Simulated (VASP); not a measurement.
# C (P2_1) in VASP: a series of runs, part 2 of 2

VASP 6.6.1.

## Step 3: Single point, PBE (atoms displaced along several vibrational modes)

Input file INCAR:

```
ALGO     = Normal         # electronic algorithm
EDIFF    = 1E-6           # SCF threshold, eV
ENCUT    = 520            # plane-wave cutoff, eV
GGA      = PE             # functional
ISIF     = 2              # what is computed and relaxed
ISMEAR   = 0              # smearing method
LASPH    = True           # aspherical terms in the spheres
LCHARG   = False          # write CHGCAR
LREAL    = False          # projectors in reciprocal space
LWAVE    = False          # write WAVECAR
NBANDS   = 26             # bands
NELM     = 80             # most SCF steps
PREC     = Accurate       # precision mode
SIGMA    = 0.05           # smearing width, eV
```

Input file KPOINTS:

```
k-points
0
Gamma
  12 12 4
```

Input file POSCAR:

```
C
1.0
    2.5180642186      0.0000000000      0.0000000000
   -1.2590321093      2.1807075817      0.0000000000
    0.0000000000      0.0000000000      8.3046919353
C
8
Direct
   -0.0620252564     -0.0319162462      0.0929732494
    0.0620252564      0.0319162462      0.5929732494
    0.0620252564      0.0319162462      0.4070267506
   -0.0620252564     -0.0319162462      0.9070267506
    0.2825427237      0.6405314164      0.1555299995
    0.7174572763      0.3594685836      0.6555299995
    0.3841239430      0.6928019170      0.3444700005
    0.6158760570      0.3071980830      0.8444700005
```

Potentials or basis: VASP PAW PBE potentials, release 64 (C).

Command:

```
$ cat potpaw_PBE.64/C/POTCAR > POTCAR
$ mpirun -np 1 vasp_std > vasp.out
```

OUTCAR:

```text
EDIFF = 1E-6
   ENCUT = 520
   GGA = PE
   ISIF = 2
   ISMEAR = 0
   LASPH = True
   LREAL = False
   NELM = 80
   PREC = Accurate

 ion  position               nearest neighbor table
   1  0.938  0.968  0.093-   5 1.52   4 1.54   5 1.56   5 1.56
   2  0.062  0.032  0.593-   6 1.52   3 1.54   6 1.56   6 1.56
   3  0.062  0.032  0.407-   7 1.53   7 1.53   2 1.54   7 1.57
   4  0.938  0.968  0.907-   8 1.53   8 1.53   1 1.54   8 1.57
[... 914 lines left out ...]
  Total       -0.0351212      0.2811856      0.4440829     -0.2957272      0.0000000      0.0000000
  in kB       -1.2339336      9.8790662     15.6022370    -10.3899649      0.0000000      0.0000000
  external PRESSURE =       8.0824565 kB  Pullay stress =       0.0000000 kB

 VOLUME and BASIS-vectors are now :
 -----------------------------------------------------------------------------
  energy-cutoff  :      520.00
  volume of cell :       45.60
      direct lattice vectors                 reciprocal lattice vectors
     2.518064219  0.000000000  0.000000000     0.397130459  0.229283378  0.000000000
    -1.259032109  2.180707582  0.000000000     0.000000000  0.458566755  0.000000000
     0.000000000  0.000000000  8.304691935     0.000000000  0.000000000  0.120413859

 POSITION                                       TOTAL-FORCE (eV/Angst)
 -----------------------------------------------------------------------------------
      1.14303      2.11111      0.77211         0.835642      0.498232     -0.001030
      0.11600      0.06960      4.92446        -0.835642     -0.498232     -0.001030
      0.11600      0.06960      3.38023        -0.740018     -0.447179     -0.003893
      1.14303      2.11111      7.53258         0.740018      0.447179     -0.003893
     -0.09499      1.39681      1.29163         0.561781      0.341380      0.033617
      1.35402      0.78390      5.44397        -0.561781     -0.341380      0.033617
      0.09499      1.51080      2.86072        -0.690625     -0.410112     -0.028694
      1.16404      0.66991      7.01306         0.690625      0.410112     -0.028694
 -----------------------------------------------------------------------------------
    total drift:                                0.000000     -0.000000     -0.000006

  FREE ENERGIE OF THE ION-ELECTRON SYSTEM (eV)
  ---------------------------------------------------
  free  energy   TOTEN  =       -72.2597353326 eV

  energy  without entropy=      -72.2597353326  energy(sigma->0) =      -72.25973533
```

OSZICAR:

```text
N       E                     dE             d eps       ncg     rms          rms(c)
DAV:   1     0.652506055058E+02    0.65251E+02   -0.16650E+04 11544   0.120E+03
DAV:   2    -0.695491042224E+02   -0.13480E+03   -0.12650E+03 15232   0.229E+02
DAV:   3    -0.747055737246E+02   -0.51565E+01   -0.51140E+01 15688   0.393E+01
DAV:   4    -0.747522852456E+02   -0.46712E-01   -0.46643E-01 14816   0.416E+00
DAV:   5    -0.747530989801E+02   -0.81373E-03   -0.81311E-03 15420   0.504E-01    0.110E+01
DAV:   6    -0.728814995170E+02    0.18716E+01   -0.12154E+00 13308   0.595E+00    0.655E+00
DAV:   7    -0.722560859553E+02    0.62541E+00   -0.14760E+00 13976   0.675E+00    0.140E+00
DAV:   8    -0.722595043209E+02   -0.34184E-02   -0.36106E-02 14990   0.104E+00    0.136E-01
DAV:   9    -0.722596600254E+02   -0.15570E-03   -0.90970E-04 15100   0.197E-01    0.351E-02
DAV:  10    -0.722597171427E+02   -0.57117E-04   -0.75920E-05 14488   0.565E-02    0.155E-02
DAV:  11    -0.722597346202E+02   -0.17477E-04   -0.13123E-05 14346   0.253E-02    0.345E-03
DAV:  12    -0.722597353326E+02   -0.71244E-06   -0.10175E-06 11188   0.704E-03
   1 F= -.72259735E+02 E0= -.72259735E+02  d E =-.167258E-17
```

stdout:

```text
POSCAR found type information on POSCAR C
 POSCAR found :  1 types and       8 ions
 scaLAPACK will be used
 LDA part: xc-table for (Slater+PW92), standard interpolation
 POSCAR, INCAR and KPOINTS ok, starting setup
 FFT: planning ... GRIDC
 FFT: planning ... GRID_SOFT
 FFT: planning ... GRID
 WAVECAR not read
 entering main loop
```

It took 5.6 min on 1 thread of Intel Xeon Platinum 8259CL at 2.50GHz (Skylake/Cascade Lake), shared host; peak memory 0.28 GiB.

Results:

* Free energy: -72.2597 eV
* Pressure: 0.8 GPa
* Largest force: 0.973 eV/Å
* Band gap on the k mesh: 4.47 eV (least direct gap 5.34 eV)

Forces in eV/Å, atoms in the order of the input:
```
C    0.836  0.498 -0.001
C   -0.836 -0.498 -0.001
C   -0.740 -0.447 -0.004
C    0.740  0.447 -0.004
C    0.562  0.341  0.034
C   -0.562 -0.341  0.034
C   -0.691 -0.410 -0.029
C    0.691  0.410 -0.029
```

Stress tensor (GPa, compression positive):
```
-0.12 -1.04  0.00
-1.04  0.99  0.00
 0.00  0.00  1.56
```

Caveat: the cell differs from its parent crystal (atoms displaced along several vibrational modes). A k mesh can miss the band edges.

## Step 4: Single point, PBE (atoms displaced along several vibrational modes)

Input file INCAR:

```
SYSTEM = C
ALGO = Normal
EDIFF = 1E-6
ENCUT = 520
GGA = PE
ISIF = 2
ISMEAR = 0
LASPH = .TRUE.
LCHARG = .TRUE.
LELF = .TRUE.
LREAL = .FALSE.
LVHAR = .TRUE.
LWAVE = .FALSE.
NBANDS = 26
NELM = 100
PREC = Accurate
SIGMA = 0.05
```

Input file KPOINTS:

```
k-points
0
G
  12 12 4
  0 0 0
```

Input file POSCAR:

```
C
1.0
    2.5180642186      0.0000000000      0.0000000000
   -1.2590321093      2.1807075817      0.0000000000
    0.0000000000      0.0000000000      8.3046919353
C
8
Direct
   -0.0673446307     -0.0425549949      0.0929732494
    0.0673446307      0.0425549949      0.5929732494
    0.0673446307      0.0425549949      0.4070267506
   -0.0673446307     -0.0425549949      0.9070267506
    0.2781868487      0.6318196663      0.1555299995
    0.7218131513      0.3681803337      0.6555299995
    0.3884798180      0.7015136671      0.3444700005
    0.6115201820      0.2984863329      0.8444700005
```

Command:

```
$ cat potpaw_PBE.64/C/POTCAR > POTCAR
$ mpirun -np 1 vasp_std > vasp.out
```

It took 4.9 min on 1 thread of Intel Xeon Platinum 8259CL at 2.50GHz (Skylake/Cascade Lake), shared host; peak memory 0.28 GiB.

It converged, with:

```yaml
Free_energy: -72.1752 eV
Pressure: 0.9 GPa
Largest_force: 1.069 eV/Å
Band_gap_on_the_k_mesh: 4.44 eV (least direct gap 5.32 eV)
```

Forces on the atoms (eV/Å):
```
C    0.852  0.645 -0.001
C   -0.852 -0.645 -0.001
C   -0.725 -0.616 -0.005
C    0.725  0.616 -0.005
C    0.540  0.481  0.036
C   -0.540 -0.481  0.036
C   -0.711 -0.520 -0.030
C    0.711  0.520 -0.030
```

Stress tensor (GPa, compression positive):
```
 0.06 -1.37  0.00
-1.37  0.71  0.00
 0.00  0.00  1.80
```

Levels at points of the mesh, in eV from the valence-band top:
```tsv
k point	band 14	band 15	band 16	band 17	band 18	band 19
(0.00, 0.00, 0.00)	-0.15	-0.02	0.00	5.32	5.34	5.39
(0.50, 0.00, 0.00)	-4.32	-3.48	-2.95	4.57	4.98	5.96
(0.00, 0.50, 0.00)	-4.51	-3.44	-3.03	4.73	5.29	6.01
(0.50, 0.50, 0.00)	-4.59	-3.43	-3.06	4.80	5.47	5.89
(0.00, 0.00, 0.50)	-0.66	-0.61	-0.61	6.03	6.03	6.06
(0.50, 0.00, 0.50)	-4.48	-3.63	-3.63	4.88	4.88	6.26
(0.00, 0.50, 0.50)	-4.62	-3.62	-3.62	5.04	5.04	6.65
(0.50, 0.50, 0.50)	-4.67	-3.62	-3.62	5.11	5.11	6.85
```

Caveat: the cell differs from its parent crystal (atoms displaced along several vibrational modes); forces of over 1 eV/Å act on the atoms, so gaps and moduli don't describe the material at rest.

## Step 5: Overview

| cell | gap on the mesh (eV) | pressure (GPa) | largest force (eV/Å) |
| --- | --- | --- | --- |
| as given, atomic positions A | 4.51 | 0.7 | 0.59 |
| as given, atomic positions B | 4.47 | 0.8 | 0.97 |
| as given, atomic positions C | 4.44 | 0.9 | 1.07 |

Alike in all rows: task single point; level PBE; potentials or basis VASP PAW PBE potentials, release 64 (C); no spin polarisation; k mesh 12 × 12 × 4; cutoff (eV) 520; smearing gaussian 0.05 eV.

Caveats: forces of over 1 eV/Å act on the atoms, so gaps and moduli don't describe the material at rest (at least some runs).

Total energies depend on the potentials used, so only differences within one code and one set of settings carry meaning.
